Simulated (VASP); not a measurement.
# BeTe (I4_1/amd) in VASP: notebook

The runs below take BeTe through single point, with PBE.

Everything below comes from runs of VASP 6.6.1. Logs are shortened: lines on timing, memory, paths and dates and some standing lists are left out, and cuts for length are marked.

## 1. The cell of the first run

Symmetry: I4_1/amd, No. 141, tetragonal system. Conventional cell: a = 3.475 Å, b = 3.475 Å, c = 11.886 Å, α = 90.00°, β = 90.00°, γ = 90.00°. Be (site symmetry -4m2) has 4 Te at 2.46 Å within 3.2 Å. Te (site symmetry -4m2) has 4 Be at 2.46 Å within 3.2 Å.

The cell was generated, and may not be a known phase.

## 2. Single point, PBE

File INCAR:

```
SYSTEM = BeTe
PREC = Accurate
ENCUT = 520
EDIFF = 1E-6
ISMEAR = 0
SIGMA = 0.1
LREAL = .FALSE.
LASPH = .TRUE.
NELM = 80
ALGO = Normal
ISIF = 2
LWAVE = .FALSE.
LCHARG = .FALSE.
GGA = PE
NBANDS = 16
```

File KPOINTS:

```
regular mesh
0
G
  8 8 8
  0 0 0
```

File POSCAR:

```
BeTe
1.0
   -1.7375302600      1.7375302600      5.9430843000
    1.7375302600     -1.7375302600      5.9430843000
    1.7375302600      1.7375302600     -5.9430843000
Be Te
2 2
Direct
    0.0000000000      0.0000000000      0.0000000000
    0.7500000000      0.2500000000      0.5000000000
    0.5000000000      0.5000000000      0.0000000000
    0.2500000000      0.7500000000      0.5000000000
```

Potentials or basis: VASP PAW PBE potentials, release 64 (Be, Te).

Run with:

```bash
> cat potpaw_PBE.64/Be/POTCAR potpaw_PBE.64/Te/POTCAR > POTCAR
> mpirun -np 1 vasp_std > vasp.out
```

OUTCAR:

```text
SYSTEM = BeTe
   PREC = Accurate
   ENCUT = 520
   EDIFF = 1E-6
   ISMEAR = 0
   LREAL = .FALSE.
   LASPH = .TRUE.
   NELM = 80
   ISIF = 2
   GGA = PE

 ion  position               nearest neighbor table
   1  0.000  0.000  0.000-   3 2.46   3 2.46   3 2.46   3 2.46
   2  0.750  0.250  0.500-   4 2.46   4 2.46   4 2.46   4 2.46
   3  0.500  0.500  0.000-   1 2.46   1 2.46   1 2.46   1 2.46   4 3.44   4 3.44   4 3.44   4 3.44

   4  0.250  0.750  0.500-   2 2.46   2 2.46   2 2.46   2 2.46   3 3.44   3 3.44   3 3.44   3 3.44

  LATTYP: Found a body centered tetragonal cell.
 ALAT       =     3.4750605200
 C/A-ratio  =     3.4204206032

  Lattice vectors:

 A1 = (  -1.7375302600,   1.7375302600,   5.9430843000)
 A2 = (   1.7375302600,  -1.7375302600,   5.9430843000)
 A3 = (   1.7375302600,   1.7375302600,  -5.9430843000)

Analysis of symmetry for initial positions (statically):
=====================================================================
 Subroutine PRICEL returns:
 Original cell was already a primitive cell.

 Routine SETGRP: Setting up the symmetry group for a
 body centered tetragonal supercell.

 Subroutine GETGRP returns: Found 16 space group operations
 (whereof  8 operations were pure point group operations)
 out of a pool of 16 trial point group operations.

The static configuration has the point symmetry D_2d.
 The point group associated with its full space group is D_4h.

Analysis of symmetry for dynamics (positions and initial velocities):
=====================================================================
 Subroutine PRICEL returns:
 Original cell was already a primitive cell.

 Routine SETGRP: Setting up the symmetry group for a
 body centered tetragonal supercell.

 Subroutine GETGRP returns: Found 16 space group operations
 (whereof  8 operations were pure point group operations)
 out of a pool of 16 trial point group operations.

The dynamic configuration has the point symmetry D_2d.
 The point group associated with its full space group is D_4h.

 Subroutine INISYM returns: Found 16 space group operations
 (whereof  8 operations are pure point group operations),
 and found     1 'primitive' translations

----------------------------------------------------------------------------------------

                                     Primitive cell

  volume of cell :      71.7690

  direct lattice vectors                    reciprocal lattice vectors
    -1.737530260  1.737530260  5.943084300     0.000000000  0.287764773  0.084131400
     1.737530260 -1.737530260  5.943084300     0.287764773  0.000000000  0.084131400
     1.737530260  1.737530260 -5.943084300     0.287764773  0.287764773  0.000000000
[... 94 lines left out ...]
   ISIF   =      2    stress and relaxation
   ISYM   =      2    0-nonsym 1-usesym 2-fastsym
   POTIM  = 0.5000    time-step for ionic-motion
   TEBEG  =    0.0;   TEEND  =   0.0 temperature during run
   PSTRESS=    0.0 pullay stress
   NELECT =      16.0000    total number of electrons
   NUPDOWN=      -1.0000    fix difference up-down
   EMIN   =  10.00;   EMAX   =-10.00  energy-range for DOS
   EFERMI =   0.00;   METHOD = LEGACY
   ISMEAR =     0;   SIGMA  =   0.10  broadening in eV -4-tet -1-fermi 0-gaus
   EFERMI_NEDOS =   21; number of points for ismear=-14 and -15
   IALGO  =     38    algorithm
   IMIX   =      4    mixing-type and parameters
     AMIX     =   0.40;   BMIX     =  1.00
     AMIX_MAG =   1.60;   BMIX_MAG =  1.00
  volume/ion in A,a.u.               =      17.94       121.08
  Fermi-wavevector in a.u.,A,eV,Ry     =   0.992665  1.875864 13.406955  0.985383
  Thomas-Fermi vector in A             =   2.124492
   LORBIT       =      0    0 simple, 1 ext, 2 COOP (PROOUT), +10 PAW based schemes
   GGA     = PE    functional components
   LHFCALC =     F    Hartree Fock is set to
   AEXX    =    0.0000 exact exchange contribution
   IVDW    =     0    specifies the selected vdW correction
   LEPSILON=     F    determine dielectric tensor
   LRPA    =     F    only Hartree local field effects (RPA)
 non-spin polarized calculation
 Gauss-broadening in eV      SIGMA  =   0.10
  energy-cutoff  :      520.00
  volume of cell :       71.77
 maximum number of plane-waves:      1958
   NGX = 23   NGY = 23   NGZ = 23

 number of electron      15.9999999 magnetization

 Free energy of the ion-electron system (eV)
  ---------------------------------------------------
  ext. energy  EPLUGINS =         0.00000000
  ---------------------------------------------------
  free energy    TOTEN  =       -11.47173632 eV

  energy without entropy =      -11.46382211  energy(sigma->0) =      -11.46777922

 E-fermi :   8.3581     XC(G=0): -10.2251

 val. band max:        8.3551511873   @ k =  -0.1250  -0.2500   0.1250
 cond. band min:       8.3700817508   @ k =  -0.3750   0.2500   0.0000
 fundamental gap:      0.0149305635
 Fermi energy:         8.3581252065

 k-point     1 :       0.0000    0.0000    0.0000
  band No.  band energies     occupation
      1      -5.9755      2.00000
      2      -3.7992      2.00000
      3       1.4732      2.00000
      4       6.2483      2.00000
      5       6.2483      2.00000
      6       6.2774      2.00000
[... 433 lines left out ...]
      3       1.2001      2.00000
      4       1.9202      2.00000
      5       4.2563      2.00000
      6       5.0029      2.00000
[... 8 lines left out ...]
     15      16.6257      0.00000
     16      17.0868      0.00000

 [... further k-points ...]

------------------------ aborting loop because EDIFF is reached ----------------------------------------

  FORCE on cell =-STRESS in cart. coord.  units (eV):
  Direction    XX          YY          ZZ          XY          YZ          ZX
  --------------------------------------------------------------------------------------
  -------------------------------------------------------------------------------------
  Total        6.7831382      6.7831382      3.4703606      0.0000000      0.0000000      0.0000000
  in kB      151.4274503    151.4274503     77.4726742      0.0000000      0.0000000      0.0000000
  external PRESSURE =     126.7758583 kB  Pullay stress =       0.0000000 kB

 VOLUME and BASIS-vectors are now :
 -----------------------------------------------------------------------------
  energy-cutoff  :      520.00
  volume of cell :       71.77
      direct lattice vectors                 reciprocal lattice vectors
    -1.737530260  1.737530260  5.943084300     0.000000000  0.287764773  0.084131400
     1.737530260 -1.737530260  5.943084300     0.287764773  0.000000000  0.084131400
     1.737530260  1.737530260 -5.943084300     0.287764773  0.287764773  0.000000000

 POSITION                                       TOTAL-FORCE (eV/Angst)
 -----------------------------------------------------------------------------------
      0.00000      0.00000      0.00000        -0.000000      0.000000      0.000000
     -0.00000      1.73753      2.97154         0.000000     -0.000000     -0.000000
      0.00000      0.00000      5.94308         0.000000     -0.000000      0.000000
      1.73753     -0.00000      2.97154         0.000000     -0.000000      0.000000
 -----------------------------------------------------------------------------------
    total drift:                                0.000000     -0.000000      0.000000

  FREE ENERGIE OF THE ION-ELECTRON SYSTEM (eV)
  ---------------------------------------------------
  free  energy   TOTEN  =       -11.4717363219 eV

  energy  without entropy=      -11.4638221128  energy(sigma->0) =      -11.46777922
```

It took 56 s on 1 thread of Intel Xeon 6975P-C (Granite Rapids), shared host; peak memory 0.34 GiB.

What came out:

```
Free energy            : -11.4717 eV
Pressure               : 12.7 GPa
Band gap on the k mesh : zero (bands 8 and 9 overlap by 2.60 eV)
```

Levels at points of the mesh, in eV from the Fermi level:
```
           k point  band 5  band 6  band 7  band 8  band 9  band 10  band 11  band 12
(0.00, 0.00, 0.00)   -2.11   -2.08   -2.08    0.96    1.89     2.12     2.99     3.31
(0.50, 0.00, 0.00)   -3.43   -1.85   -0.15    0.71    1.86     2.41     3.05     3.24
(0.50, 0.50, 0.00)   -5.98   -5.98   -1.66   -1.66   -1.35    -1.35     2.14     2.14
(0.50, 0.50, 0.50)   -2.80   -2.80   -1.17   -1.17    1.73     1.73     4.56     4.56
```

Caveat: the stress differs along the axes, from 8 to 15 GPa; spin-orbit coupling is left out, which moves the levels of the heavy elements.

## 3. Single point, PBE

This run uses another cell than the first one, of 27.57 Å³/atom.

File INCAR:

```
PREC     = Accurate       # precision mode
ENCUT    = 520            # plane-wave cutoff, eV
EDIFF    = 1E-6           # SCF threshold, eV
ISMEAR   = 0              # smearing method
SIGMA    = 0.1            # smearing width, eV
LREAL    = F              # projectors in reciprocal space
LASPH    = T              # aspherical terms in the spheres
NELM     = 60             # most SCF steps
ALGO     = Normal         # electronic algorithm
ISIF     = 2              # what is computed and relaxed
LWAVE    = F              # write WAVECAR
LCHARG   = F              # write CHGCAR
GGA      = PE             # functional
NBANDS   = 16             # bands
```

File KPOINTS:

```
regular mesh
0
Gamma
  8 8 8
```

File POSCAR:

```
BeTe
1.0
   -1.7852952587      1.7852952587      8.6507996929
    1.7852952587     -1.7852952587      8.6507996929
    1.7852952587      1.7852952587     -8.6507996929
Be Te
2 2
Direct
    0.0000000000      0.0000000000      0.0000000000
    0.7500000000      0.2500000000      0.5000000000
    0.5000000000      0.5000000000      0.0000000000
    0.2500000000      0.7500000000      0.5000000000
```

Potentials or basis: VASP PAW PBE potentials, release 64 (Be, Te).

Run with:

```bash
> cat potpaw_PBE.64/Be/POTCAR potpaw_PBE.64/Te/POTCAR > POTCAR
> mpirun -np 1 vasp_std > vasp.out
```

It took 4 min on 1 thread of Intel Xeon 6975P-C (Granite Rapids), shared host; peak memory 0.69 GiB.

It converged, with:

```yaml
Free_energy: -12.2349 eV
Pressure: 0.2 GPa
Band_gap_on_the_k_mesh: zero (bands 8 and 9 overlap by 1.48 eV)
```

Stress tensor (GPa, compression positive):
```
0.17 0.00 0.00
0.00 0.17 0.00
0.00 0.00 0.36
```

Levels at points of the mesh, in eV from the Fermi level:
```
           k point  band 6  band 7  band 8  band 9  band 10  band 11
(0.00, 0.00, 0.00)   -1.24   -1.24   -1.24    2.13     2.51     3.92
(0.50, 0.00, 0.00)   -0.87    0.94    1.01    1.19     2.09     3.18
(0.50, 0.50, 0.00)   -4.86   -0.99   -0.99   -0.10    -0.10     3.09
(0.50, 0.50, 0.50)   -1.30   -1.17   -1.17    2.43     2.43     5.17
```

Caveat: spin-orbit coupling is left out, which moves the levels of the heavy elements.
